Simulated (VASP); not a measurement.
**BaF2: single point with PBE**

The system is BaF2.

```
Ba F
1.0
     0.00000    3.09716    3.09716
     3.09716    0.00000    3.09716
     3.09716    3.09716    0.00000
Ba F
1 2
Cartesian
  0.0000 0.0000 0.0000
  1.5486 1.5486 1.5486
  4.6457 4.6457 4.6457
```

| Item | Value |
| --- | --- |
| Program | VASP 6.6.1 |
| Task | single point |
| Functional | PBE |
| Potentials or basis | VASP PAW PBE potentials, release 64 (Ba_sv, F) |
| Cutoff | 600 eV |
| k mesh | 8 × 8 × 8 |
| Occupations | gaussian, width 0.01 eV |
| Spin | no spin polarisation |
| Dipole correction | no |
| Further INCAR settings | ALGO = Normal; EDIFF = 1e-06; NBANDS = 19 |

* Pressure: 2.5 GPa
* Band gap on the k mesh: 6.78 eV (least direct gap 6.86 eV)

Levels at points of the mesh, in eV from the valence-band top:
```tsv
k point	band 8	band 9	band 10	band 11	band 12	band 13	band 14	band 15	band 16	band 17
(0.00, 0.00, 0.00)	-1.50	-1.50	-0.08	-0.08	-0.08	6.78	9.19	9.19	11.41	11.41
(0.50, 0.00, 0.00)	-1.10	-0.67	-0.35	-0.17	-0.17	9.12	9.19	9.19	9.80	11.60
(0.50, 0.50, 0.00)	-0.36	-0.36	-0.33	-0.33	-0.13	7.25	9.01	10.68	11.97	11.97
```

Wall time 60 s on 1 thread of Intel Xeon 8259CL, on a shared host, peak memory 0.22 GiB.

Caveat: spin-orbit coupling is left out, which moves the levels of the heavy elements. A k mesh can miss the band edges.
